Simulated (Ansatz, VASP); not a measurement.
## CdI2: VASP beside Ansatz

File INCAR:

```
SYSTEM = CdI2
PREC     = Accurate       ! precision mode
ENCUT    = 500            ! plane-wave cutoff, eV
EDIFF    = 1E-6           ! SCF threshold, eV
ISMEAR   = 0              ! smearing method
SIGMA    = 0.01           ! smearing width, eV
LREAL    = .False.        ! projectors in reciprocal space
LASPH    = .True.         ! aspherical terms in the spheres
NELM     = 120            ! most SCF steps
ALGO     = Normal         ! electronic algorithm
ISIF     = 2              ! what is computed and relaxed
LWAVE    = .False.        ! write WAVECAR
LCHARG   = .False.        ! write CHGCAR
GGA      = PS             ! functional
NBANDS   = 20             ! bands
GGA_COMPAT= .False.
```

The input KPOINTS:

```
regular mesh
0
Gamma
  6 6 4
  0 0 0
```

POSCAR

```
CdI2
1.0
    4.2483568949      0.0000000000      0.0000000000
   -2.1241784475      3.6791849954      0.0000000000
    0.0000000000      0.0000000000      6.8844151973
Cd I
1 2
Direct
    0.0000000000      0.0000000000      0.0000000000
    0.3333333333      0.6666666667      0.2495592320
    0.6666666667      0.3333333333      0.7504407680
```

Input for Ansatz:

```yaml
crystal:
  lattice:
    - [4.2483568949, 0.0, 0.0]
    - [-2.1241784475, 3.6791849954, 0.0]
    - [0.0, 0.0, 6.8844151973]
  atoms:
    - { symbol: Cd, position: [0.0, 0.0, 0.0] }
    - { symbol: I, position: [0.3333333333, 0.6666666667, 0.249559232] }
    - { symbol: I, position: [0.6666666667, 0.3333333333, 0.750440768] }
kpoints:
  mp_grid: { grid: [6, 6, 4] }
hamiltonian:
  xc: pbesol
scf:
  occupations: { method: fixed }
  n_extra_bands: 4
output:
  forces: true
  stress: true
  eigenvalues: true
accuracy: low
```

Alike in both runs: task single point; functional PBEsol; k mesh 6 × 6 × 4; no spin polarisation.

|  | VASP | Ansatz |
| --- | --- | --- |
| version | VASP 6.6.1 | Ansatz 0.2.0 |
| potentials or method | VASP PAW PBE potentials, release 64 (Cd, I) | plane waves |
| plane-wave cutoff (eV) | 500 | 420 |
| occupations | gaussian, width 0.01 eV | fixed |
| valence electrons in the cell | 26 | 54 |

Ansatz gave:

| Item | Value |
| --- | --- |
| gap on the k mesh at the Fermi level (eV) | 2.30 |
| pressure (GPa) | -0.6 |
| traceless stress, the component that is largest in VASP (GPa) | 0.06 |
| rms of the force components (eV/Å) | 0.068 |

Q: What did VASP give for the same quantities?

A: gap on the k mesh at the Fermi level (eV): 2.29; pressure (GPa): -0.5; traceless stress, the component that is largest in VASP (GPa): 0.05; rms of the force components (eV/Å): 0.057.

VASP's potentials were made for PBE, not for PBEsol. Atom by atom the forces differ by 0.012 eV/Å (rms over components). VASP's potentials hold 26 valence electrons a cell and Ansatz's 54, so a difference there can come from the potentials and not from the codes.

Neither program's run includes spin-orbit coupling.
